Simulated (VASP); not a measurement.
Input of a VASP 6.6.1 run:

File INCAR:

```
ALGO = Normal
EDIFF = 1E-7
ENCUT = 520
ISIF = 2
ISMEAR = 0
LASPH = True
LCHARG = False
LREAL = False
LWAVE = False
NBANDS = 12
NELM = 60
PREC = Accurate
SIGMA = 0.1
```

The input KPOINTS:

```
k-points
0
Gamma
  8 8 8
```

File POSCAR:

```
Au
1.0
    0.0000000000      2.0287962931      2.0287962931
    2.0287962931      0.0000000000      2.0287962931
    2.0287962931      2.0287962931      0.0000000000
Au
1
Direct
    0.0000000000      0.0000000000      0.0000000000
```

Potentials or basis: VASP PAW LDA potentials, release 64 (Au).

Command:

```console
$ cat potpaw_LDA.64/Au/POTCAR > POTCAR
$ mpirun -np 1 vasp_std > vasp.out
```

Q: What does it give for the pressure?

A: 0.1 GPa.
